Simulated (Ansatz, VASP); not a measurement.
**TiO2: VASP beside Ansatz**

```
CELL_PARAMETERS angstrom
-1.85465 1.85465 4.75700
1.85465 -1.85465 4.75700
1.85465 1.85465 -4.75700
ATOMIC_POSITIONS crystal
Ti 0.00000 0.00000 0.00000
Ti 0.75000 0.25000 0.50000
O 0.20660 0.20660 0.00000
O 0.95660 0.45660 0.50000
O 0.54340 0.04340 0.50000
O 0.79340 0.79340 0.00000
```

Change from the starting cell: equal xx and yy strain of -2 %.

Alike in both runs: task single point; functional PBE; k mesh 13 × 13 × 13; occupations fermi-dirac, width 0.08 eV; no spin polarisation.

|  | VASP | Ansatz |
| --- | --- | --- |
| version | VASP 6.6.1 | Ansatz 0.2.0 |
| potentials or method | VASP PAW PBE potentials, release 64 (Ti_sv, O), cutoff 520 eV | all-electron LAPW, scalar-relativistic |

|  | VASP | Ansatz | Ansatz less VASP |
| --- | --- | --- | --- |
| pressure (GPa) | 16.7 | 15.8 | -0.84 |
| traceless stress, the component that is largest in VASP (GPa) | -0.55 | -0.56 | -0.010 |
| rms of the force components (eV/Å) | 0.147 | 0.140 | -0.0075 |

Atom by atom the forces differ by 0.007 eV/Å (rms over components). Ansatz ran all-electron here, and VASP with PAW potentials.
